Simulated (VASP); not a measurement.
# AlCo in VASP: further runs

AlCo is run at these levels: PBE; tasks: single point.

Everything below comes from runs of VASP 6.6.1. Logs are shortened: lines on timing, memory, paths and dates and some standing lists are left out, and cuts for length are marked.

## Step 1: The cell of the first run

Symmetry: Pm-3m, No. 221, cubic system. The conventional cell has a = 2.852 Å, b = 2.852 Å, c = 2.852 Å, α = 90.00°, β = 90.00°, γ = 90.00°. Al (site symmetry m-3m) has 8 Co at 2.47 Å and 6 Al at 2.85 Å within 3.3 Å. Co (site symmetry m-3m) has 8 Al at 2.47 Å and 6 Co at 2.85 Å within 3.3 Å.

## Step 2: Single point, PBE

File INCAR:

```
PREC = Accurate
ENCUT = 520
EDIFF = 1E-7
ISMEAR = 0
SIGMA = 0.1
LREAL = False
LASPH = True
NELM = 60
ALGO = Normal
ISIF = 2
LWAVE = False
LCHARG = False
GGA = PE
NBANDS = 13
```

File KPOINTS:

```
regular mesh
0
Gamma
  18 18 18
```

File POSCAR:

```
AlCo
1.0
    2.8519024094      0.0000000000      0.0000000000
    0.0000000000      2.8519024094      0.0000000000
    0.0000000000      0.0000000000      2.8519024094
Al Co
1 1
Direct
    0.0000000000      0.0000000000      0.0000000000
    0.5000000000      0.5000000000      0.5000000000
```

Potentials or basis: VASP PAW PBE potentials, release 64 (Al, Co).

Run with:

```sh
cat potpaw_PBE.64/Al/POTCAR potpaw_PBE.64/Co/POTCAR > POTCAR
mpirun -np 1 vasp_std > vasp.out
```

OUTCAR:

```text
PREC = Accurate
   ENCUT = 520
   EDIFF = 1E-7
   ISMEAR = 0
   LREAL = False
   LASPH = True
   NELM = 60
   ISIF = 2
   GGA = PE

 ion  position               nearest neighbor table
   1  0.000  0.000  0.000-   2 2.47   2 2.47   2 2.47   2 2.47   2 2.47   2 2.47   2 2.47   2 2.47

   2  0.500  0.500  0.500-   1 2.47   1 2.47   1 2.47   1 2.47   1 2.47   1 2.47   1 2.47   1 2.47

  LATTYP: Found a simple cubic cell.
 ALAT       =     2.8519024094

  Lattice vectors:

 A1 = (   2.8519024094,   0.0000000000,   0.0000000000)
 A2 = (   0.0000000000,   2.8519024094,   0.0000000000)
 A3 = (   0.0000000000,   0.0000000000,   2.8519024094)

Analysis of symmetry for initial positions (statically):
=====================================================================
 Subroutine PRICEL returns:
 Original cell was already a primitive cell.

 Routine SETGRP: Setting up the symmetry group for a
 simple cubic supercell.

 Subroutine GETGRP returns: Found 48 space group operations
 (whereof 48 operations were pure point group operations)
 out of a pool of 48 trial point group operations.

The static configuration has the point symmetry O_h .

Analysis of symmetry for dynamics (positions and initial velocities):
=====================================================================
 Subroutine PRICEL returns:
 Original cell was already a primitive cell.

 Routine SETGRP: Setting up the symmetry group for a
 simple cubic supercell.

 Subroutine GETGRP returns: Found 48 space group operations
 (whereof 48 operations were pure point group operations)
 out of a pool of 48 trial point group operations.

The dynamic configuration has the point symmetry O_h .

 Subroutine INISYM returns: Found 48 space group operations
 (whereof 48 operations are pure point group operations),
 and found     1 'primitive' translations

----------------------------------------------------------------------------------------

                                     Primitive cell

  volume of cell :      23.1955

  direct lattice vectors                    reciprocal lattice vectors
     2.851902409  0.000000000  0.000000000     0.350643134  0.000000000  0.000000000
     0.000000000  2.851902409  0.000000000     0.000000000  0.350643134  0.000000000
     0.000000000  0.000000000  2.851902409     0.000000000  0.000000000  0.350643134

  length of vectors
     2.851902409  2.851902409  2.851902409     0.350643134  0.350643134  0.350643134

  position of ions in fractional coordinates (direct lattice)
     0.000000000  0.000000000  0.000000000
     0.500000000  0.500000000  0.500000000

  ion indices of the primitive-cell ions
   primitive index   ion index
                 1           1
                 2           2

----------------------------------------------------------------------------------------

 KPOINTS: regular mesh

Automatic generation of k-mesh.
 Grid dimensions read from file:
 generate k-points for:   18   18   18

 Generating k-lattice:

  Cartesian coordinates                     Fractional coordinates (reciprocal lattice)
     0.019480174  0.000000000  0.000000000     0.055555556  0.000000000  0.000000000
     0.000000000  0.019480174  0.000000000     0.000000000  0.055555556  0.000000000
     0.000000000  0.000000000  0.019480174     0.000000000  0.000000000  0.055555556

  Length of vectors
     0.019480174  0.019480174  0.019480174

  Shift w.r.t. Gamma in fractional coordinates (k-lattice)
     0.000000000  0.000000000  0.000000000

 Subroutine IBZKPT returns following result:
 ===========================================

 Found    220 irreducible k-points:

 Following reciprocal coordinates:
            Coordinates               Weight
  0.000000  0.000000  0.000000      1.000000
  0.055556  0.000000  0.000000      6.000000
  0.111111  0.000000  0.000000      6.000000
  0.166667  0.000000  0.000000      6.000000
  0.222222  0.000000  0.000000      6.000000
  0.277778  0.000000  0.000000      6.000000
[... 16 lines left out ...]
  0.277778  0.111111  0.000000     24.000000
  0.333333  0.111111  0.000000     24.000000
 [... further k-points ...]
   k-points           NKPTS =    220   k-points in BZ     NKDIM =    220   number of bands    NBANDS=     13
   number of dos      NEDOS =    301   number of ions     NIONS =      2
   total plane-waves  NPLWV =  13824
   dimension x,y,z NGX =    24 NGY =   24 NGZ =   24
   dimension x,y,z NGXF=    48 NGYF=   48 NGZF=   48
   ions per type =               1   1
   NGX,Y,Z   is equivalent  to a cutoff of  13.99, 13.99, 13.99 a.u.
   NGXF,Y,Z  is equivalent  to a cutoff of  27.98, 27.98, 27.98 a.u.
 SYSTEM =  unknown system
   PREC   = accura    normal or accurate (medium, high low for compatibility)
   ISTART =      0    job   : 0-new  1-cont  2-samecut
   ICHARG =      2    charge: 1-file 2-atom 10-const
   ISPIN  =      1    spin polarized calculation?
   LNONCOLLINEAR =      F non collinear calculations
   LSORBIT =      F    spin-orbit coupling
   LASPH  =      T    aspherical Exc in radial PAW
   ENCUT  =  520.0 eV  38.22 Ry    6.18 a.u.   5.30  5.30  5.30*2*pi/ulx,y,z
   NELM   =     60;   NELMIN=  2; NELMDL= -5     # of ELM steps
   EDIFF  = 0.1E-06   stopping-criterion for ELM
   LREAL  =      F    real-space projection
   EDIFFG = 0.1E-05   stopping-criterion for IOM
   NSW    =      0    number of steps for IOM
   IBRION =     -1    ionic relax: 0-MD 1-quasi-New 2-CG
   NFREE  =      0    steps in history (QN), initial steepest desc. (CG)
   ISIF   =      2    stress and relaxation
   ISYM   =      2    0-nonsym 1-usesym 2-fastsym
   POTIM  = 0.5000    time-step for ionic-motion
   TEBEG  =    0.0;   TEEND  =   0.0 temperature during run
   PSTRESS=    0.0 pullay stress
   NELECT =      12.0000    total number of electrons
   NUPDOWN=      -1.0000    fix difference up-down
   EMIN   =  10.00;   EMAX   =-10.00  energy-range for DOS
   EFERMI =   0.00;   METHOD = LEGACY
   ISMEAR =     0;   SIGMA  =   0.10  broadening in eV -4-tet -1-fermi 0-gaus
   EFERMI_NEDOS =   21; number of points for ismear=-14 and -15
   IALGO  =     38    algorithm
   IMIX   =      4    mixing-type and parameters
     AMIX     =   0.40;   BMIX     =  1.00
     AMIX_MAG =   1.60;   BMIX_MAG =  1.00
  volume/ion in A,a.u.               =      11.60        78.27
  Fermi-wavevector in a.u.,A,eV,Ry     =   1.314218  2.483511 23.499543  1.727168
  Thomas-Fermi vector in A             =   2.444486
   LORBIT       =      0    0 simple, 1 ext, 2 COOP (PROOUT), +10 PAW based schemes
   GGA     = PE    functional components
   LHFCALC =     F    Hartree Fock is set to
   AEXX    =    0.0000 exact exchange contribution
   IVDW    =     0    specifies the selected vdW correction
   LEPSILON=     F    determine dielectric tensor
   LRPA    =     F    only Hartree local field effects (RPA)
 non-spin polarized calculation
 Gauss-broadening in eV      SIGMA  =   0.10
  energy-cutoff  :      520.00
  volume of cell :       23.20
 maximum number of plane-waves:       645
 NGX is ok and might be reduce to    24
   NGX = 11   NGY = 11   NGZ = 11

 number of electron      11.9999996 magnetization

 Free energy of the ion-electron system (eV)
  ---------------------------------------------------
  ext. energy  EPLUGINS =         0.00000000
  ---------------------------------------------------
  free energy    TOTEN  =       -11.99068474 eV

  energy without entropy =      -11.98712716  energy(sigma->0) =      -11.98890595

 E-fermi :  10.5414     XC(G=0): -12.2556

 val. band max:       10.5296577584   @ k =   0.4444   0.3889   0.0000
 cond. band min:      10.5578594313   @ k =   0.4444   0.3889   0.0556
 fundamental gap:      0.0282016729
 Fermi energy:        10.5413514641

 k-point     1 :       0.0000    0.0000    0.0000
  band No.  band energies     occupation
      1      -0.5130      2.00000
      2       7.5939      2.00000
      3       7.5939      2.00000
      4       9.7022      2.00000
      5       9.7022      2.00000
      6       9.7022      2.00000
      7      16.5029      0.00000
      8      16.5029      0.00000
      9      16.5029      0.00000
     10      19.2723      0.00000
     11      19.2723      0.00000
     12      25.6614      0.00000
     13      32.1415      0.00000

 k-point     2 :       0.0556    0.0000    0.0000
  band No.  band energies     occupation
      1      -0.4546      2.00000
      2       7.5887      2.00000
      3       7.6102      2.00000
      4       9.6704      2.00000
      5       9.6704      2.00000
      6       9.7055      2.00000
      7      15.8901      0.00000
      8      16.5849      0.00000
      9      16.5849      0.00000
     10      19.2649      0.00000
     11      19.8428      0.00000
     12      25.8501      0.00000
     13      31.4037      0.00000

 k-point     3 :       0.1111    0.0000    0.0000
  band No.  band energies     occupation
      1      -0.2798      2.00000
      2       7.5629      2.00000
      3       7.6575      2.00000
      4       9.5814      2.00000
      5       9.5814      2.00000
      6       9.7151      2.00000
      7      14.7343      0.00000
      8      16.8248      0.00000
      9      16.8248      0.00000
     10      19.2430      0.00000
     11      20.8562      0.00000
     12      26.4379      0.00000
     13      30.1039      0.00000
[... 305 lines left out ...]
 k-point    23 :       0.2778    0.1111    0.0000
  band No.  band energies     occupation
      1       1.1381      2.00000
      2       7.0344      2.00000
      3       7.9267      2.00000
      4       9.0139      2.00000
      5       9.1721      2.00000
      6       9.6613      2.00000
      7      11.8347      0.00000
      8      16.2737      0.00000
      9      18.6162      0.00000
     10      20.1924      0.00000
     11      24.2813      0.00000
     12      24.5587      0.00000
     13      26.2898      0.00000

 k-point    24 :       0.3333    0.1111    0.0000
  band No.  band energies     occupation
      1       1.7394      2.00000
      2       6.4671      2.00000
      3       8.0367      2.00000
      4       8.9107      2.00000
      5       9.0426      2.00000
      6       9.6812      2.00000
      7      11.2553      0.00000
      8      16.7951      0.00000
      9      19.3067      0.00000
     10      20.1094      0.00000
     11      23.4503      0.00000
     12      25.0932      0.00000
     13      25.1488      0.00000

 [... further k-points ...]
[... 5 lines left out ...]
  --------------------------------------------------------------------------------------
  -------------------------------------------------------------------------------------
  Total       -0.0050484     -0.0050484     -0.0050484      0.0000000      0.0000000      0.0000000
  in kB       -0.3487064     -0.3487064     -0.3487064      0.0000000      0.0000000      0.0000000
  external PRESSURE =      -0.3487064 kB  Pullay stress =       0.0000000 kB

 VOLUME and BASIS-vectors are now :
 -----------------------------------------------------------------------------
  energy-cutoff  :      520.00
  volume of cell :       23.20
      direct lattice vectors                 reciprocal lattice vectors
     2.851902409  0.000000000  0.000000000     0.350643134  0.000000000  0.000000000
     0.000000000  2.851902409  0.000000000     0.000000000  0.350643134  0.000000000
     0.000000000  0.000000000  2.851902409     0.000000000  0.000000000  0.350643134

 POSITION                                       TOTAL-FORCE (eV/Angst)
 -----------------------------------------------------------------------------------
      0.00000      0.00000      0.00000         0.000000      0.000000      0.000000
      1.42595      1.42595      1.42595         0.000000      0.000000      0.000000
 -----------------------------------------------------------------------------------
    total drift:                                0.000000     -0.000000     -0.000000

  FREE ENERGIE OF THE ION-ELECTRON SYSTEM (eV)
  ---------------------------------------------------
  free  energy   TOTEN  =       -11.9906847430 eV

  energy  without entropy=      -11.9871271602  energy(sigma->0) =      -11.98890595
```

It took 28 s on 1 thread of AMD EPYC 9R45 (Zen 5), shared host; peak memory 0.16 GiB.

Results:

| Item | Value |
| --- | --- |
| Free energy | -11.9907 eV |
| Pressure | 0.0 GPa |
| Band gap on the k mesh | zero (band 6 reaches 12.93 eV, above the bottom of band 7 at 10.30 eV) |

Levels at points of the mesh, in eV from the Fermi level:
| k point | band 2 | band 3 | band 4 | band 5 | band 6 | band 7 | band 8 | band 9 | band 10 | band 11 |
| --- | --- | --- | --- | --- | --- | --- | --- | --- | --- | --- |
| (0.00, 0.00, 0.00) | -2.95 | -2.95 | -0.84 | -0.84 | -0.84 | 5.96 | 5.96 | 5.96 | 8.73 | 8.73 |
| (0.50, 0.00, 0.00) | -6.61 | -2.36 | -1.71 | -1.71 | -0.73 | 0.18 | 8.40 | 10.60 | 10.60 | 11.62 |
| (0.50, 0.50, 0.00) | -3.04 | -2.67 | -2.67 | -1.50 | -1.50 | -0.24 | 2.42 | 3.44 | 12.73 | 15.82 |
| (0.50, 0.50, 0.50) | -3.93 | -3.93 | -0.20 | -0.20 | 2.39 | 2.39 | 2.39 | 4.10 | 5.31 | 5.31 |

Spin polarisation is off, so any magnetic state and its effect on volume and gap are missing.

## Step 3: Single point, PBE (uniaxial strain along a: -3.0 %, then relaxed in part)

File INCAR:

```
ALGO = Fast
EDIFF = 1E-7
ENCUT = 520
GGA = PE
ISIF = 2
ISMEAR = 0
LASPH = True
LCHARG = False
LREAL = False
LWAVE = False
NBANDS = 13
NELM = 80
PREC = Accurate
SIGMA = 0.1
```

File KPOINTS:

```
k-points
0
Gamma
  18 18 18
```

File POSCAR:

```
AlCo
1.0
    2.7663453371      0.0000000000      0.0000000000
    0.0000000000      2.8763378631      0.0000000000
    0.0000000000      0.0000000000      2.8763378631
Al Co
1 1
Direct
    0.0000000000      0.0000000000      0.0000000000
    0.5000000000      0.5000000000      0.5000000000
```

Potentials or basis: VASP PAW PBE potentials, release 64 (Al, Co).

Run with:

```sh
cat potpaw_PBE.64/Al/POTCAR potpaw_PBE.64/Co/POTCAR > POTCAR
mpirun -np 1 vasp_std > vasp.out
```

It took 1.7 min on 1 thread of AMD EPYC 9R45 (Zen 5), shared host; peak memory 0.25 GiB.

It converged, with:

```yaml
Free_energy: -11.9741 eV
Pressure: 2.5 GPa
Band_gap_on_the_k_mesh: zero (band 6 reaches 13.07 eV, above the bottom of band 7 at 10.40 eV)
```

Stress tensor (GPa, compression positive):
```
 7.81  0.00  0.00
 0.00 -0.18  0.00
 0.00  0.00 -0.18
```

Levels at points of the mesh, in eV from the Fermi level:
```
           k point  band 2  band 3  band 4  band 5  band 6  band 7  band 8  band 9  band 10  band 11
(0.00, 0.00, 0.00)   -3.02   -2.95   -0.93   -0.77   -0.77    5.58    5.58    7.03     8.66     8.88
(0.50, 0.00, 0.00)   -6.48   -2.34   -1.79   -1.79   -0.79    0.46    8.46   10.34    10.34    11.69
(0.00, 0.50, 0.00)   -6.70   -2.40   -1.82   -1.53   -0.67    0.09    8.40   10.23    11.27    11.57
(0.50, 0.50, 0.00)   -3.05   -2.70   -2.45   -1.59   -1.56   -0.18    2.63    3.67    12.59    15.48
(0.00, 0.50, 0.50)   -3.12   -2.85   -2.85   -1.36   -1.36   -0.30    2.24    3.30    13.60    16.64
(0.50, 0.50, 0.50)   -3.96   -3.96   -0.26   -0.10    2.37    2.37    2.52    4.25     5.10     5.56
```

Caveat: the cell differs from its parent crystal (uniaxial strain along a: -3.0 %, then relaxed in part). Spin polarisation is off, so any magnetic state and its effect on volume and gap are missing.
